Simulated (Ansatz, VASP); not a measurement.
# One calculation of Ti2W3, two programs

```
Ti W
1.0
     1.58438   -2.26653   -0.00114
     4.76222    2.27291    0.00045
     1.58544    0.00639   11.23806
Ti W
4 6
Cartesian
  1.5865 0.0053 8.9962
  4.7599 0.0085 8.9959
  3.1721 0.0042 2.2414
  6.3455 0.0074 2.2412
  1.5855 0.0040 4.5119
  4.7588 0.0072 4.5115
  3.1734 0.0055 6.7259
  6.3467 0.0087 6.7255
  1.5865 0.0016 -0.0002
  4.7598 0.0050 -0.0005
```

Change from the starting cell: cell x2, atoms moved at random (sigma 0.15 Å) and cell strained at random (1.5 %), then relaxed without symmetry.

Alike in both runs: functional PBE; k mesh 8 × 4 × 2; occupations gaussian, width 0.2 eV; no spin polarisation.

Ansatz relaxed the structure, and its values are those at the end. VASP's run is a single point on that final structure, the one shown.

|  | VASP | Ansatz |
| --- | --- | --- |
| version | VASP 6.6.1 | Ansatz 0.2.0 |
| potentials or method | VASP PAW PBE potentials, release 64 (Ti_sv, W_sv), cutoff 520 eV | scalar-relativistic, plane waves, PAW |
| valence electrons in the cell | 132 | 132 |

VASP gave:

- gap on the k mesh at the Fermi level (eV): none
- pressure (GPa): 0.2
- rms of the force components (eV/Å): 0.012

Problem. What did Ansatz give for the same quantities?

Solution. gap on the k mesh at the Fermi level (eV): none; pressure (GPa): 0.1; rms of the force components (eV/Å): 0.002.

A gap of «none» marks a metal or a gap that the smearing closes. The functional is the same, so the differences come from potentials, cutoffs and numerics.

Spin-orbit coupling is off throughout.
